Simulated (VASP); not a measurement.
Set up this calculation in VASP 6.6.1, as the native input.

| Quantity | Value |
| --- | --- |
| Task | single point |
| Functional | PBE |
| Potentials or basis | VASP PAW PBE potentials, release 64 (Zn, O) |
| Cutoff | 520 eV |
| k mesh | 12 × 12 × 6 |
| Occupations | fermi-dirac, width 0.02 eV |
| Spin | no spin polarisation |
| Dipole correction | no |
| Further INCAR settings | ALGO = Normal; EDIFF = 1e-07; NBANDS = 26 |

The structure of ZnO lies in POSCAR:

```
ZnO
1.0
    3.2515175740      0.0000000000      0.0000000000
   -1.6257587870      2.8158968199      0.0000000000
    0.0000000000      0.0000000000      5.1847759736
Zn O
2 2
Direct
    0.3333333333      0.6666666667     -0.0036034036
    0.6666666667      0.3333333333      0.4963965964
    0.3333333333      0.6666666667      0.3786034036
    0.6666666667      0.3333333333      0.8786034036
```

This cell differs from its parent crystal: epitaxial xy strain +0.5%.

The input as run:

INCAR

```
SYSTEM = ZnO
PREC = Accurate ; ENCUT = 520
EDIFF = 1E-7 ; ISMEAR = -1
SIGMA = 0.02 ; LREAL = .FALSE.
LASPH = .TRUE. ; NELM = 80
ALGO = Normal ; ISIF = 2
LWAVE = .FALSE. ; LCHARG = .FALSE.
GGA = PE ; NBANDS = 26
```

KPOINTS

```
regular mesh
0
G
  12 12 6
  0 0 0
```

Potentials or basis: VASP PAW PBE potentials, release 64 (Zn, O).

Command:

```bash
$ cat potpaw_PBE.64/Zn/POTCAR potpaw_PBE.64/O/POTCAR > POTCAR
$ mpirun -np 1 vasp_std > vasp.out
```

Results of the run:

| Item | Value |
| --- | --- |
| Pressure | 6.4 GPa |
| Largest force | 0.007 eV/Å |
| Band gap on the k mesh | 0.80 eV, direct |

Caveat: the cell differs from its parent crystal (epitaxial xy strain +0.5%).

It took 32 s on 1 thread of Intel(R) Xeon(R) 6975P-C (Granite Rapids) (shared host), peak memory 0.21 GiB.
